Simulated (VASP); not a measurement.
# BaTaH5 (P4/mmm) in VASP: notebook

The runs below take BaTaH5 through single point, relaxation of cell and atoms, with PBE.

Program: VASP 6.6.1. These are calculated values, not measurements. Logs are shortened: lines on timing, memory, paths and dates and some standing lists are left out, and cuts for length are marked.

## Step 1: The cell of the first run

It takes space group P4/mmm (No. 123, tetragonal). Conventional cell: a = 3.370 Å, b = 3.370 Å, c = 6.922 Å, α = 90.00°, β = 90.00°, γ = 90.00°. Ba (site symmetry 4/mmm) has 12 H at 2.38 to 2.90 Å within 3.1 Å. Within 2.7 Å of Ta (site symmetry 4/mmm) lie 8 H at 2.01 Å. H (site symmetry 4/mmm) has 4 Ba at 2.38 Å and 8 H at 2.90 Å within 3.1 Å. Within 2.7 Å of H (site symmetry 2mm) lie 2 Ta at 2.01 Å and 5 H at 2.20 to 2.38 Å.

## Step 2: Single point, PBE

INCAR reads:

```
ALGO = Normal
EDIFF = 1E-6
ENCUT = 520
GGA = PE
ISIF = 2
ISMEAR = 0
LASPH = True
LCHARG = False
LREAL = False
LWAVE = False
NBANDS = 22
NELM = 100
PREC = Accurate
SIGMA = 0.1
```

KPOINTS reads:

```
k-points
0
Gamma
  4 4 4
```

POSCAR reads:

```
BaTaH5
1.0
    3.3697348577      0.0000000000      0.0000000000
    0.0000000000      3.3697348577      0.0000000000
    0.0000000000      0.0000000000      6.9220690857
Ba Ta H
1 1 5
Direct
    0.0000000000      0.0000000000      0.0000000000
    0.0000000000      0.0000000000      0.5000000000
    0.5000000000      0.5000000000      0.0000000000
    0.5000000000      0.0000000000      0.6588910455
    0.0000000000      0.5000000000      0.6588910455
    0.5000000000      0.0000000000      0.3411089545
    0.0000000000      0.5000000000      0.3411089545
```

Potentials or basis: VASP PAW PBE potentials, release 64 (Ba_sv, Ta_pv, H).

Started as:

```bash
$ cat potpaw_PBE.64/Ba_sv/POTCAR potpaw_PBE.64/Ta_pv/POTCAR potpaw_PBE.64/H/POTCAR > POTCAR
$ mpirun -np 1 vasp_std > vasp.out
```

OUTCAR:

```text
EDIFF = 1E-6
   ENCUT = 520
   GGA = PE
   ISIF = 2
   ISMEAR = 0
   LASPH = True
   LREAL = False
   NELM = 100
   PREC = Accurate

 ion  position               nearest neighbor table
   1  0.000  0.000  0.000-   3 2.38   3 2.38   3 2.38   3 2.38   2 3.46   2 3.46
   2  0.000  0.000  0.500-   4 2.01   5 2.01   6 2.01   7 2.01   5 2.01   7 2.01   4 2.01   6 2.01
                             1 3.46   1 3.46
   3  0.500  0.500  0.000-   1 2.38   1 2.38   1 2.38   1 2.38
   4  0.500  0.000  0.659-   2 2.01   2 2.01
   5  0.000  0.500  0.659-   2 2.01   2 2.01
   6  0.500  0.000  0.341-   2 2.01   2 2.01
   7  0.000  0.500  0.341-   2 2.01   2 2.01

  LATTYP: Found a simple tetragonal cell.
 ALAT       =     3.3697348577
 C/A-ratio  =     2.0541880528

  Lattice vectors:

 A1 = (   3.3697348577,   0.0000000000,   0.0000000000)
 A2 = (   0.0000000000,   3.3697348577,   0.0000000000)
 A3 = (   0.0000000000,   0.0000000000,   6.9220690857)

Analysis of symmetry for initial positions (statically):
=====================================================================
 Subroutine PRICEL returns:
 Original cell was already a primitive cell.

 Routine SETGRP: Setting up the symmetry group for a
 simple tetragonal supercell.

 Subroutine GETGRP returns: Found 16 space group operations
 (whereof 16 operations were pure point group operations)
 out of a pool of 16 trial point group operations.

The static configuration has the point symmetry D_4h.

Analysis of symmetry for dynamics (positions and initial velocities):
=====================================================================
 Subroutine PRICEL returns:
 Original cell was already a primitive cell.

 Routine SETGRP: Setting up the symmetry group for a
 simple tetragonal supercell.

 Subroutine GETGRP returns: Found 16 space group operations
 (whereof 16 operations were pure point group operations)
 out of a pool of 16 trial point group operations.

The dynamic configuration has the point symmetry D_4h.

 Subroutine INISYM returns: Found 16 space group operations
 (whereof 16 operations are pure point group operations),
 and found     1 'primitive' translations

----------------------------------------------------------------------------------------

                                     Primitive cell

  volume of cell :      78.6009

  direct lattice vectors                    reciprocal lattice vectors
     3.369734858  0.000000000  0.000000000     0.296759253  0.000000000  0.000000000
     0.000000000  3.369734858  0.000000000     0.000000000  0.296759253  0.000000000
     0.000000000  0.000000000  6.922069086     0.000000000  0.000000000  0.144465475

  length of vectors
     3.369734858  3.369734858  6.922069086     0.296759253  0.296759253  0.144465475

  position of ions in fractional coordinates (direct lattice)
     0.000000000  0.000000000  0.000000000
     0.000000000  0.000000000  0.500000000
     0.500000000  0.500000000  0.000000000
     0.500000000  0.000000000  0.658891045
     0.000000000  0.500000000  0.658891045
     0.500000000  0.000000000  0.341108955
     0.000000000  0.500000000  0.341108955

  ion indices of the primitive-cell ions
   primitive index   ion index
                 1           1
                 2           2
                 3           3
                 4           4
                 5           5
                 6           6
                 7           7

----------------------------------------------------------------------------------------

 KPOINTS: k-points

Automatic generation of k-mesh.
 Grid dimensions read from file:
 generate k-points for:    4    4    4

 Generating k-lattice:

  Cartesian coordinates                     Fractional coordinates (reciprocal lattice)
     0.074189813  0.000000000  0.000000000     0.250000000  0.000000000  0.000000000
     0.000000000  0.074189813  0.000000000     0.000000000  0.250000000  0.000000000
     0.000000000  0.000000000  0.036116369     0.000000000  0.000000000  0.250000000

  Length of vectors
     0.074189813  0.074189813  0.036116369

  Shift w.r.t. Gamma in fractional coordinates (k-lattice)
     0.000000000  0.000000000  0.000000000

 Subroutine IBZKPT returns following result:
 ===========================================

 Found     18 irreducible k-points:

 Following reciprocal coordinates:
            Coordinates               Weight
  0.000000  0.000000  0.000000      1.000000
  0.250000  0.000000  0.000000      4.000000
  0.500000  0.000000  0.000000      2.000000
  0.250000  0.250000  0.000000      4.000000
  0.500000  0.250000  0.000000      4.000000
  0.500000  0.500000  0.000000      1.000000
[... 10 lines left out ...]
  0.500000  0.250000  0.500000      4.000000
  0.500000  0.500000  0.500000      1.000000
   k-points           NKPTS =     18   k-points in BZ     NKDIM =     18   number of bands    NBANDS=     22
   number of dos      NEDOS =    301   number of ions     NIONS =      7
   total plane-waves  NPLWV =  42336
   dimension x,y,z NGX =    28 NGY =   28 NGZ =   54
   dimension x,y,z NGXF=    56 NGYF=   56 NGZF=  108
   ions per type =               1   1   5
   NGX,Y,Z   is equivalent  to a cutoff of  13.81, 13.81, 12.97 a.u.
   NGXF,Y,Z  is equivalent  to a cutoff of  27.63, 27.63, 25.94 a.u.
 SYSTEM =  unknown system
   PREC   = accura    normal or accurate (medium, high low for compatibility)
   ISTART =      0    job   : 0-new  1-cont  2-samecut
   ICHARG =      2    charge: 1-file 2-atom 10-const
   ISPIN  =      1    spin polarized calculation?
   LNONCOLLINEAR =      F non collinear calculations
   LSORBIT =      F    spin-orbit coupling
   LASPH  =      T    aspherical Exc in radial PAW
   ENCUT  =  520.0 eV  38.22 Ry    6.18 a.u.   6.27  6.27 12.87*2*pi/ulx,y,z
   NELM   =    100;   NELMIN=  2; NELMDL= -5     # of ELM steps
   EDIFF  = 0.1E-05   stopping-criterion for ELM
   LREAL  =      F    real-space projection
   EDIFFG = 0.1E-04   stopping-criterion for IOM
   NSW    =      0    number of steps for IOM
   IBRION =     -1    ionic relax: 0-MD 1-quasi-New 2-CG
   NFREE  =      0    steps in history (QN), initial steepest desc. (CG)
   ISIF   =      2    stress and relaxation
   ISYM   =      2    0-nonsym 1-usesym 2-fastsym
   POTIM  = 0.5000    time-step for ionic-motion
   TEBEG  =    0.0;   TEEND  =   0.0 temperature during run
   PSTRESS=    0.0 pullay stress
   NELECT =      26.0000    total number of electrons
   NUPDOWN=      -1.0000    fix difference up-down
   EMIN   =  10.00;   EMAX   =-10.00  energy-range for DOS
   EFERMI =   0.00;   METHOD = LEGACY
   ISMEAR =     0;   SIGMA  =   0.10  broadening in eV -4-tet -1-fermi 0-gaus
   EFERMI_NEDOS =   21; number of points for ismear=-14 and -15
   IALGO  =     38    algorithm
   IMIX   =      4    mixing-type and parameters
     AMIX     =   0.40;   BMIX     =  1.00
     AMIX_MAG =   1.60;   BMIX_MAG =  1.00
  volume/ion in A,a.u.               =      11.23        75.77
  Fermi-wavevector in a.u.,A,eV,Ry     =   1.132201  2.139549 17.441020  1.281879
  Thomas-Fermi vector in A             =   2.268901
   LORBIT       =      0    0 simple, 1 ext, 2 COOP (PROOUT), +10 PAW based schemes
   GGA     = PE    functional components
   LHFCALC =     F    Hartree Fock is set to
   AEXX    =    0.0000 exact exchange contribution
   IVDW    =     0    specifies the selected vdW correction
   LEPSILON=     F    determine dielectric tensor
   LRPA    =     F    only Hartree local field effects (RPA)
 non-spin polarized calculation
 Gauss-broadening in eV      SIGMA  =   0.10
  energy-cutoff  :      520.00
  volume of cell :       78.60
 maximum number of plane-waves:      2132
 NGX is ok and might be reduce to    28
   NGX = 13   NGY = 13   NGZ = 25

 number of electron      25.9999998 magnetization

 Free energy of the ion-electron system (eV)
  ---------------------------------------------------
  ext. energy  EPLUGINS =         0.00000000
  ---------------------------------------------------
  free energy    TOTEN  =       -30.53614805 eV

  energy without entropy =      -30.52471715  energy(sigma->0) =      -30.53043260

 E-fermi :   2.6604     XC(G=0):  -9.8428

 val. band max:        2.5979807467   @ k =   0.0000   0.0000   0.2500
 cond. band min:       2.6729986696   @ k =   0.5000   0.2500   0.2500
 fundamental gap:      0.0750179229
 Fermi energy:         2.6604203517

 k-point     1 :       0.0000    0.0000    0.0000
  band No.  band energies     occupation
      1     -32.2366      2.00000
      2     -32.2366      2.00000
      3     -32.1978      2.00000
      4     -25.2494      2.00000
      5     -10.6105      2.00000
      6      -9.2787      2.00000
[... 14 lines left out ...]
     21      10.1724      0.00000
     22      10.2410      0.00000

 k-point     2 :       0.2500    0.0000    0.0000
  band No.  band energies     occupation
      1     -32.3266      2.00000
      2     -32.2306      2.00000
      3     -32.1861      2.00000
      4     -25.0822      2.00000
      5     -10.7816      2.00000
      6     -10.4113      2.00000
[... 14 lines left out ...]
     21       9.5115      0.00000
     22       9.5228      0.00000

 k-point     3 :       0.5000    0.0000    0.0000
  band No.  band energies     occupation
      1     -32.4149      2.00000
      2     -32.2245      2.00000
      3     -32.1742      2.00000
      4     -24.9039      2.00000
      5     -11.9248      2.00000
      6     -10.1918      2.00000
[... 14 lines left out ...]
     21       9.9445      0.00000
     22      10.5320      0.00000
[... 326 lines left out ...]
 k-point    17 :       0.5000    0.2500    0.5000
  band No.  band energies     occupation
      1     -32.4072      2.00000
      2     -32.3127      2.00000
      3     -32.1631      2.00000
      4     -24.7488      2.00000
      5     -11.6165      2.00000
      6     -10.2394      2.00000
[... 14 lines left out ...]
     21      10.1776      0.00000
     22      10.2978      0.00000

 k-point    18 :       0.5000    0.5000    0.5000
  band No.  band energies     occupation
      1     -32.3995      2.00000
      2     -32.3995      2.00000
      3     -32.1515      2.00000
      4     -24.5866      2.00000
      5     -11.2548      2.00000
      6     -11.2548      2.00000
[... 14 lines left out ...]
     21       9.4440      0.00000
     22       9.6359      0.00000

------------------------ aborting loop because EDIFF is reached ----------------------------------------

  FORCE on cell =-STRESS in cart. coord.  units (eV):
  Direction    XX          YY          ZZ          XY          YZ          ZX
  --------------------------------------------------------------------------------------
  -------------------------------------------------------------------------------------
  Total        0.5936495      0.5936495      0.3479916      0.0000000      0.0000000     -0.0000000
  in kB       12.1007790     12.1007790      7.0933597      0.0000000      0.0000000     -0.0000000
  external PRESSURE =      10.4316392 kB  Pullay stress =       0.0000000 kB

 VOLUME and BASIS-vectors are now :
 -----------------------------------------------------------------------------
  energy-cutoff  :      520.00
  volume of cell :       78.60
      direct lattice vectors                 reciprocal lattice vectors
     3.369734858  0.000000000  0.000000000     0.296759253  0.000000000  0.000000000
     0.000000000  3.369734858  0.000000000     0.000000000  0.296759253  0.000000000
     0.000000000  0.000000000  6.922069086     0.000000000  0.000000000  0.144465475

 POSITION                                       TOTAL-FORCE (eV/Angst)
 -----------------------------------------------------------------------------------
      0.00000      0.00000      0.00000        -0.000000      0.000000     -0.000000
      0.00000      0.00000      3.46103        -0.000000      0.000000     -0.000000
      1.68487      1.68487      0.00000        -0.000000      0.000000     -0.000000
      1.68487      0.00000      4.56089        -0.000000     -0.000000     -0.004979
      0.00000      1.68487      4.56089         0.000000      0.000000     -0.004979
      1.68487      0.00000      2.36118        -0.000000      0.000000      0.004979
      0.00000      1.68487      2.36118         0.000000      0.000000      0.004979
 -----------------------------------------------------------------------------------
    total drift:                               -0.000000      0.000000      0.000000

  FREE ENERGIE OF THE ION-ELECTRON SYSTEM (eV)
  ---------------------------------------------------
  free  energy   TOTEN  =       -30.5361480473 eV

  energy  without entropy=      -30.5247171462  energy(sigma->0) =      -30.53043260
```

Wall time 27 s (1 thread of AMD EPYC 7R13 (Zen 3), shared host); peak memory 0.18 GiB.

What came out:

- Free energy: -30.5361 eV
- Pressure: 1.0 GPa
- Largest force: 0.005 eV/Å
- Band gap on the k mesh: zero (band 13 reaches 3.20 eV, above the bottom of band 14 at 2.01 eV)

Forces on the atoms (eV/Å):
```
Ba   0.000  0.000  0.000
Ta   0.000  0.000  0.000
H    0.000  0.000  0.000
H    0.000  0.000 -0.005
H    0.000  0.000 -0.005
H    0.000  0.000  0.005
H    0.000  0.000  0.005
```

Stress tensor (GPa, compression positive):
```
1.21 0.00 0.00
0.00 1.21 0.00
0.00 0.00 0.71
```

Levels at points of the mesh, in eV from the Fermi level:
```tsv
k point	band 11	band 12	band 13	band 14	band 15	band 16
(0.00, 0.00, 0.00)	-4.00	-1.27	0.54	0.75	1.00	1.00
(0.50, 0.00, 0.00)	-2.01	-0.76	-0.72	1.05	1.35	1.37
(0.50, 0.50, 0.00)	-3.38	-3.38	-1.73	-0.65	3.01	3.01
(0.00, 0.00, 0.50)	-3.60	-0.32	-0.32	1.14	1.14	2.03
(0.50, 0.00, 0.50)	-2.83	-0.74	0.19	1.06	1.45	1.52
(0.50, 0.50, 0.50)	-3.75	-3.75	-1.83	0.56	3.06	3.24
```

Caveat: the k points lie up to 0.47 Å⁻¹ apart; spin-orbit coupling is left out, which moves the levels of the heavy elements.

## Step 3: Relaxation of cell and atoms, PBE

This run uses another cell than the first one, of 12.88 Å³/atom, 1.147 times its volume.

INCAR reads:

```
PREC     = Accurate       # precision mode
ENCUT    = 600            # plane-wave cutoff, eV
EDIFF    = 1E-6           # SCF threshold, eV
ISMEAR   = 0              # smearing method
SIGMA    = 0.1            # smearing width, eV
LREAL    = False          # projectors in reciprocal space
LASPH    = True           # aspherical terms in the spheres
NELM     = 100            # most SCF steps
ALGO     = Normal         # electronic algorithm
ISIF     = 3              # what is computed and relaxed
LWAVE    = False          # write WAVECAR
LCHARG   = False          # write CHGCAR
GGA      = PE             # functional
IBRION   = 2              # ionic algorithm
NSW      = 90             # ionic steps
EDIFFG   = -0.04          # ionic threshold
```

KPOINTS reads:

```
Automatic mesh
0
Gamma
  4 4 4
```

POSCAR reads:

```
BaTaH5
1.0
    3.8183043400      0.0000000000      0.0000000000
    0.0000000000      3.8183043400      0.0000000000
    0.0000000000      0.0000000000      6.1861245400
Ba Ta H
1 1 5
Direct
    0.0000000000      0.0000000000      0.0000000000
    0.0000000000      0.0000000000      0.5000000000
    0.5000000000      0.5000000000      0.0000000000
    0.5000000000      0.0000000000      0.6943422600
    0.0000000000      0.5000000000      0.6943422600
    0.5000000000      0.0000000000      0.3056577400
    0.0000000000      0.5000000000      0.3056577400
```

Potentials or basis: VASP PAW PBE potentials, release 64 (Ba_sv, Ta_pv, H).

Started as:

```bash
$ cat potpaw_PBE.64/Ba_sv/POTCAR potpaw_PBE.64/Ta_pv/POTCAR potpaw_PBE.64/H/POTCAR > POTCAR
$ mpirun -np 1 vasp_std > vasp.out
```

Run time: 4.3 min. Hardware: 1 thread of AMD EPYC 7R13 (Zen 3), shared host; peak memory 0.22 GiB.

The run converged. Its results:

```
Free energy                            : -30.5431 eV
Relaxed volume                         : 11.47 Å³/atom
Relaxed cell                           : a = 3.397 Å, b = 3.397 Å, c = 6.958 Å, α = 90.00°, β = 90.00°, γ = 90.00°
Space group after relaxing (to 0.05 Å) : P4/mmm (No. 123)
Energy gained by relaxing              : 304.4 meV/atom
Ionic steps                            : 11
Pressure after relaxing                : -0.2 GPa
Largest force after relaxing           : 0.008 eV/Å
Band gap on the k mesh                 : zero (band 13 reaches 3.09 eV, above the bottom of band 14 at 1.91 eV)
```

Forces in eV/Å, atoms in the order of the input:
```
Ba   0.000  0.000  0.000
Ta   0.000  0.000  0.000
H    0.000  0.000  0.000
H    0.000  0.000  0.008
H    0.000  0.000  0.008
H    0.000  0.000 -0.008
H    0.000  0.000 -0.008
```

Stress tensor (GPa, compression positive):
```
-0.21  0.00  0.00
 0.00 -0.21  0.00
 0.00  0.00 -0.08
```

The path:
| step | energy change (eV) | largest force (eV/Å) | pressure (GPa) | volume (Å³) |
| --- | --- | --- | --- | --- |
| 1 | 0.0000 | 1.1415 | -8.34 | 90.19 |
| 2 | -1.3410 | 0.9269 | -4.33 | 81.46 |
| 3 | -1.8686 | 0.5867 | 2.10 | 74.72 |
| 4 | -1.8932 | 0.4096 | 5.81 | 72.10 |
| 5 | -1.8987 | 0.4519 | 4.92 | 72.68 |
| 6 | -2.0373 | 0.3696 | 1.81 | 75.91 |
| 7 | -2.0861 | 0.2977 | -1.10 | 79.85 |
| 8 | -2.0862 | 0.3018 | -0.88 | 79.52 |
| 9 | -2.1169 | 0.1518 | -0.06 | 79.32 |
| 10 | -2.1276 | 0.0130 | 0.86 | 79.10 |
| 11 | -2.1310 | 0.0082 | -0.17 | 80.28 |

Final structure:
```yaml
crystal:
  lattice:
    - [3.39692, 0.00000, 0.00000]
    - [0.00000, 3.39692, 0.00000]
    - [0.00000, 0.00000, 6.95759]
  atoms:
    - { symbol: Ba, position: [0.00000, 0.00000, 0.00000] }
    - { symbol: Ta, position: [0.00000, 0.00000, 0.50000] }
    - { symbol: H, position: [0.50000, 0.50000, 0.00000] }
    - { symbol: H, position: [0.50000, 0.00000, 0.65669] }
    - { symbol: H, position: [0.00000, 0.50000, 0.65669] }
    - { symbol: H, position: [0.50000, 0.00000, 0.34331] }
    - { symbol: H, position: [0.00000, 0.50000, 0.34331] }
```

Levels at points of the mesh, in eV from the Fermi level:
```tsv
k point	band 11	band 12	band 13	band 14	band 15	band 16
(0.00, 0.00, 0.00)	-4.00	-1.22	0.54	0.76	0.98	0.98
(0.50, 0.00, 0.00)	-1.99	-0.82	-0.74	1.02	1.31	1.33
(0.50, 0.50, 0.00)	-3.41	-3.41	-1.67	-0.65	2.98	2.98
(0.00, 0.00, 0.50)	-3.58	-0.29	-0.29	1.11	1.11	1.98
(0.50, 0.00, 0.50)	-2.78	-0.84	0.19	1.03	1.40	1.48
(0.50, 0.50, 0.50)	-3.76	-3.76	-1.76	0.53	3.00	3.17
```

Caveat: the k points lie up to 0.46 Å⁻¹ apart in the final cell; spin-orbit coupling is left out, which moves the levels of the heavy elements.
